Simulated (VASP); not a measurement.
Runs of VASP 6.6.1 on Ti. The structure is that of space group P6/mmm (No. 191), or close to it. The cells are those of the table. This isn't the form of Ti at room conditions, which is hcp.

```csv
cell,gap on the mesh (eV),pressure (GPa)
"a = 4.515, b = 4.515, c = 2.939 Å, angles 90.0, 90.0, 120.0°, 3 atoms",none,-5.7
"a = 4.741, b = 4.741, c = 2.659 Å, angles 90.0, 90.0, 120.0°, 3 atoms",none,(a)
"a = 4.628, b = 4.628, c = 2.869 Å, angles 90.0, 90.0, 120.0°, 3 atoms",none,-8.0
"a = 4.628, b = 4.628, c = 2.799 Å, angles 90.0, 90.0, 120.0°, 3 atoms",none,-5.5
```

Alike in all rows: task single point; level PBEsol; potentials or basis VASP PAW PBE potentials, release 64 (Ti_sv); no spin polarisation; k mesh 12 × 12 × 18; cutoff (eV) 520; smearing gaussian 0.15 eV.

Fill in the values left out.

(a) -4.6.

Caveats: the PAW data sets were made with another functional, which shifts forces and pressure a little; the cell stands under tension (at least some runs); the stress differs along the axes, from -11 to -3 GPa (at least some runs); the stress differs along the axes, from -9 to 5 GPa (at least some runs).

A gap of «none» marks levels without a gap at the run's occupations.
